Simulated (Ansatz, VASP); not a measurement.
# TiO2: VASP beside Ansatz

Contents of INCAR:

```
PREC = Accurate
ENCUT = 520
EDIFF = 1E-6
ISMEAR = -1
SIGMA = 0.05
LREAL = False
LASPH = True
NELM = 60
ALGO = Normal
ISIF = 2
LWAVE = False
LCHARG = False
GGA = PS
NBANDS = 33
```

Contents of KPOINTS:

```
Automatic mesh
0
Gamma
  10 10 10
```

POSCAR

```
TiO2
1.0
   -1.8921000000      1.8921000000      4.7573000000
    1.8921000000     -1.8921000000      4.7573000000
    1.8921000000      1.8921000000     -4.7573000000
Ti O
2 4
Direct
    0.7492480000      0.2497380000      0.4942780000
    0.0029960000     -0.0032250000      0.0002190000
    0.7826300000      0.7950910000     -0.0026270000
    0.5414520000      0.0397660000      0.5011680000
    0.9502900000      0.4498680000      0.4760920000
    0.2155060000      0.2096870000      0.0055930000
```

input.yaml

```yaml
crystal:
  lattice:
    - [-1.8921, 1.8921, 4.7573]
    - [1.8921, -1.8921, 4.7573]
    - [1.8921, 1.8921, -4.7573]
  atoms:
    - { symbol: Ti, position: [0.749248, 0.249738, 0.494278] }
    - { symbol: Ti, position: [0.002996, -0.003225, 0.000219] }
    - { symbol: O, position: [0.78263, 0.795091, -0.002627] }
    - { symbol: O, position: [0.541452, 0.039766, 0.501168] }
    - { symbol: O, position: [0.95029, 0.449868, 0.476092] }
    - { symbol: O, position: [0.215506, 0.209687, 0.005593] }
kpoints:
  mp_grid: { grid: [10, 10, 10] }
scf:
  occupations: { method: fermi_dirac, width: 0.05 }
hamiltonian:
  xc: pbesol
  pseudopotentials: { kind: all_electron, lapw: { basis_error: 0.001 } }
output:
  forces: true
  stress: true
  eigenvalues: true
  populations: true
```

Change from the starting cell: atoms moved at random, drawn with an rms of 0.05 Å.

Alike in both runs: task single point; functional PBEsol; k mesh 10 × 10 × 10; occupations fermi-dirac, width 0.05 eV; no spin polarisation.

|  | VASP | Ansatz |
| --- | --- | --- |
| version | VASP 6.6.1 | Ansatz 0.2.0 |
| potentials or method | VASP PAW PBE potentials, release 64 (Ti_sv, O), cutoff 520 eV | all-electron LAPW, scalar-relativistic |

|  | VASP | Ansatz | Ansatz less VASP |
| --- | --- | --- | --- |
| gap on the k mesh at the Fermi level (eV) | 1.99 | 2.01 | +0.018 |
| least direct gap on the mesh (eV) | 2.38 | 2.40 | +0.017 |
| pressure (GPa) | -1.3 | -1.9 | -0.68 |
| traceless stress, the component that is largest in VASP (GPa) | 2.40 | 2.37 | -0.024 |
| rms of the force components (eV/Å) | 0.321 | 0.318 | -0.0026 |

VASP's potentials were made for PBE, not for PBEsol. Atom by atom the forces differ by 0.014 eV/Å (rms over components). Ansatz ran all-electron here, and VASP with PAW potentials.
